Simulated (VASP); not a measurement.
# TiC (Fm-3m) in VASP: elastic constants with PBEsol

Aim: the elastic constants of TiC with PBEsol.

Everything below comes from runs of VASP 6.6.1. Logs are shortened: lines on timing, memory, paths and dates and some standing lists are left out, and cuts for length are marked.

**1. The cell of the first run**

It takes space group Fm-3m (No. 225, cubic). Conventional cell: a = 4.244 Å, b = 4.244 Å, c = 4.244 Å, α = 90.00°, β = 90.00°, γ = 90.00°. Within 2.8 Å of Ti (site symmetry m-3m) lie 6 C at 2.12 Å. Within 2.8 Å of C (site symmetry m-3m) lie 6 Ti at 2.12 Å.

**2. Elastic constants, PBEsol**

The input, INCAR:

```
SYSTEM = TiC
PREC = Accurate
ENCUT = 600
EDIFF = 1E-8
ISMEAR = -1
SIGMA = 0.05
LREAL = .FALSE.
LASPH = .TRUE.
NELM = 120
ALGO = Normal
ISIF = 3
LWAVE = .FALSE.
LCHARG = .FALSE.
GGA = PS
NBANDS = 15
IBRION = 6
NFREE = 2
POTIM = 0.015
NSW = 1
GGA_COMPAT = .FALSE.
```

The input, KPOINTS:

```
Automatic mesh
0
G
  18 18 18
  0 0 0
```

The input, POSCAR:

```
TiC
1.0
    0.0000000000      2.1218896738      2.1218896738
    2.1218896738      0.0000000000      2.1218896738
    2.1218896738      2.1218896738      0.0000000000
Ti C
1 1
Direct
    0.0000000000      0.0000000000      0.0000000000
    0.5000000000      0.5000000000      0.5000000000
```

Potentials or basis: VASP PAW PBE potentials, release 64 (Ti_sv, C).

Started as:

```bash
> cat potpaw_PBE.64/Ti_sv/POTCAR potpaw_PBE.64/C/POTCAR > POTCAR
> mpirun -np 1 vasp_std > vasp.out
```

OUTCAR:

```text
SYSTEM = TiC
   PREC = Accurate
   ENCUT = 600
   EDIFF = 1E-8
   ISMEAR = -1
   LREAL = .FALSE.
   LASPH = .TRUE.
   NELM = 120
   ISIF = 3
   GGA = PS
   IBRION = 6
   NFREE = 2
   POTIM = 0.015
   NSW = 1

 ion  position               nearest neighbor table
   1  0.000  0.000  0.000-   2 2.12   2 2.12   2 2.12   2 2.12   2 2.12   2 2.12
   2  0.500  0.500  0.500-   1 2.12   1 2.12   1 2.12   1 2.12   1 2.12   1 2.12

  LATTYP: Found a face centered cubic cell.
 ALAT       =     4.2437793476

  Lattice vectors:

 A1 = (   0.0000000000,   2.1218896738,   2.1218896738)
 A2 = (   2.1218896738,   0.0000000000,   2.1218896738)
 A3 = (   2.1218896738,   2.1218896738,   0.0000000000)

Analysis of symmetry for initial positions (statically):
=====================================================================
 Subroutine PRICEL returns:
 Original cell was already a primitive cell.

 Routine SETGRP: Setting up the symmetry group for a
 face centered cubic supercell.

 Subroutine GETGRP returns: Found 48 space group operations
 (whereof 48 operations were pure point group operations)
 out of a pool of 48 trial point group operations.

The static configuration has the point symmetry O_h .

Analysis of symmetry for dynamics (positions and initial velocities):
=====================================================================
 Subroutine PRICEL returns:
 Original cell was already a primitive cell.

 Routine SETGRP: Setting up the symmetry group for a
 face centered cubic supercell.

 Subroutine GETGRP returns: Found 48 space group operations
 (whereof 48 operations were pure point group operations)
 out of a pool of 48 trial point group operations.

The dynamic configuration has the point symmetry O_h .

 Subroutine INISYM returns: Found 48 space group operations
 (whereof 48 operations are pure point group operations),
 and found     1 'primitive' translations

----------------------------------------------------------------------------------------

                                     Primitive cell
[... 767 lines left out ...]
  ---------------------------------------------------
  free energy    TOTEN  =       -19.78047152 eV

  energy without entropy =      -19.77804815  energy(sigma->0) =      -19.77925984

 E-fermi :  10.0400     XC(G=0): -13.1810

 val. band max:       10.0155575552   @ k =   0.4444   0.4444   0.0000
 cond. band min:      10.0691065823   @ k =   0.5000   0.5000   0.0000
 fundamental gap:      0.0535490271
 Fermi energy:        10.0400336775

 k-point     1 :       0.0000    0.0000    0.0000
  band No.  band energies     occupation
      1     -46.1153      2.00000
      2     -22.2056      2.00000
      3     -22.2056      2.00000
      4     -22.2056      2.00000
      5      -2.6129      2.00000
      6      10.7101      0.00000
      7      10.7101      0.00000
      8      10.7191      0.00000
      9      11.7128      0.00000
     10      11.8312      0.00000
     11      11.8312      0.00000
     12      11.8950      0.00000
     13      12.0057      0.00000
     14      21.4401      0.00000
[... 444 lines left out ...]
  FREE ENERGIE OF THE ION-ELECTRON SYSTEM (eV)
  ---------------------------------------------------
  free  energy   TOTEN  =       -19.7804715189 eV

  energy  without entropy=      -19.7780481544  energy(sigma->0) =      -19.77925984

 INTERNAL STRAIN TENSORS FROM STRAINED CELLS
 ============================================

 INTERNAL STRAIN TENSOR FOR ION    1 for displacements in x,y,z  (eV/Angst):
          X           Y           Z          XY          YZ          ZX
  --------------------------------------------------------------------------------
  x     0.00000     0.00000    -0.00000     0.00000    -0.00000    -0.00000
  y    -0.00000    -0.00000     0.00000     0.00000     0.00000    -0.00000
  z     0.00000    -0.00000     0.00000    -0.00000    -0.00000    -0.00000

 INTERNAL STRAIN TENSORS FROM DISPLACED ATOMS
 ============================================

 INTERNAL STRAIN TENSOR FOR ION    1 for displacements in x,y,z  (eV/Angst):
          X           Y           Z          XY          YZ          ZX
  --------------------------------------------------------------------------------
  x     0.00000     0.00000     0.00000     0.00000     0.00000     0.00000
  y     0.00000     0.00000     0.00000     0.00000     0.00000     0.00000
  z     0.00000     0.00000     0.00000     0.00000     0.00000     0.00000

 INTERNAL STRAIN TENSOR FOR ION    2 for displacements in x,y,z  (eV/Angst):
          X           Y           Z          XY          YZ          ZX
  --------------------------------------------------------------------------------
  x     0.00000     0.00000     0.00000     0.00000     0.00000     0.00000
  y     0.00000     0.00000     0.00000     0.00000     0.00000     0.00000
  z     0.00000     0.00000     0.00000     0.00000     0.00000     0.00000

 Eigenvectors and eigenvalues of the dynamical matrix
 ----------------------------------------------------

   1 f  =   17.190225 THz   108.009367 2PiTHz  573.404172 cm-1    71.093025 meV
             X         Y         Z           dx          dy          dz
      0.000000  0.000000  0.000000    -0.447921    0.000000   -0.000000
      2.121890  2.121890  2.121890     0.894073    0.000000   -0.000000
[... 21 lines left out ...]
   6 f/i=    0.001835 THz     0.011529 2PiTHz    0.061205 cm-1     0.007588 meV
             X         Y         Z           dx          dy          dz
      0.000000  0.000000  0.000000    -0.207505   -0.865317    0.086806
      2.121890  2.121890  2.121890    -0.103958   -0.433514    0.043489

--------------------------------------------------------------------------------------------------------

 ELASTIC MODULI CONTR FROM IONIC RELAXATION (kBar)
 Direction    XX          YY          ZZ          XY          YZ          ZX
 --------------------------------------------------------------------------------
 XX           0.0000      0.0000      0.0000      0.0000      0.0000      0.0000
 YY           0.0000      0.0000      0.0000      0.0000      0.0000      0.0000
 ZZ           0.0000      0.0000      0.0000      0.0000      0.0000      0.0000
 XY           0.0000      0.0000      0.0000      0.0000      0.0000      0.0000
 YZ           0.0000      0.0000      0.0000      0.0000      0.0000      0.0000
 ZX           0.0000      0.0000      0.0000      0.0000      0.0000      0.0000
 --------------------------------------------------------------------------------

 TOTAL ELASTIC MODULI (kBar)
 Direction    XX          YY          ZZ          XY          YZ          ZX
 --------------------------------------------------------------------------------
 XX        6304.6236   1268.4728   1268.4728     -0.0000     -0.0000     -0.0000
 YY        1268.4728   6304.6236   1268.4728     -0.0000      0.0000      0.0000
 ZZ        1268.4728   1268.4728   6304.6236     -0.0000     -0.0000     -0.0000
 XY          -0.0000     -0.0000     -0.0000   1754.2537     -0.0000      0.0000
 YZ          -0.0000      0.0000     -0.0000     -0.0000   1754.2537      0.0000
 ZX          -0.0000      0.0000     -0.0000      0.0000      0.0000   1754.2537
 --------------------------------------------------------------------------------
```

OSZICAR:

```text
N       E                     dE             d eps       ncg     rms          rms(c)
DAV:   1     0.126291038249E+03    0.12629E+03   -0.87710E+03  5857   0.143E+03
DAV:   2    -0.169342909684E+02   -0.14323E+03   -0.13404E+03  6214   0.356E+02
DAV:   3    -0.247678388303E+02   -0.78335E+01   -0.76937E+01  7611   0.805E+01
[... 216 lines left out ...]
DAV:   4    -0.197804714591E+02   -0.10132E-04   -0.10759E-04 16759   0.818E-02    0.172E-02
DAV:   5    -0.197804714596E+02   -0.42087E-09   -0.12210E-06 20292   0.167E-02    0.853E-03
DAV:   6    -0.197804714825E+02   -0.22997E-07   -0.53569E-07 17788   0.116E-02    0.189E-03
DAV:   7    -0.197804715136E+02   -0.31052E-07   -0.78429E-08 16395   0.287E-03    0.142E-03
DAV:   8    -0.197804715189E+02   -0.53294E-08   -0.37796E-09 10210   0.141E-03
  17 F= -.19780472E+02 E0= -.19779260E+02  d E =-.242336E-02
```

Wall time 20 min (1 thread of Intel Xeon 6975P-C (Granite Rapids), shared host); peak memory 0.95 GiB.

What came out:

```yaml
Elastic_constants_C11_C12_C44: 630, 127, 175 GPa
Voigt_bulk_modulus: 295 GPa
Highest_phonon_frequency_at_Γ: 573 cm⁻¹
```

Phonon frequencies in cm⁻¹ (negative: imaginary):
```
              q point        frequencies
(0.000, 0.000, 0.000)  0 0 0 573 573 573
```

Elastic tensor in Voigt notation (GPa, in the Cartesian axes of the cell as first typed):
```
630 127 127   0   0   0
127 630 127   0   0   0
127 127 630   0   0   0
  0   0   0 175   0   0
  0   0   0   0 175   0
  0   0   0   0   0 175
```

Clamped-ion elastic tensor (GPa):
```
630 127 127   0   0   0
127 630 127   0   0   0
127 127 630   0   0   0
  0   0   0 175   0   0
  0   0   0   0 175   0
  0   0   0   0   0 175
```

Caveat: the cell is under stress, which shifts elastic constants; the PAW data sets were made with another functional, which shifts forces and pressure a little.
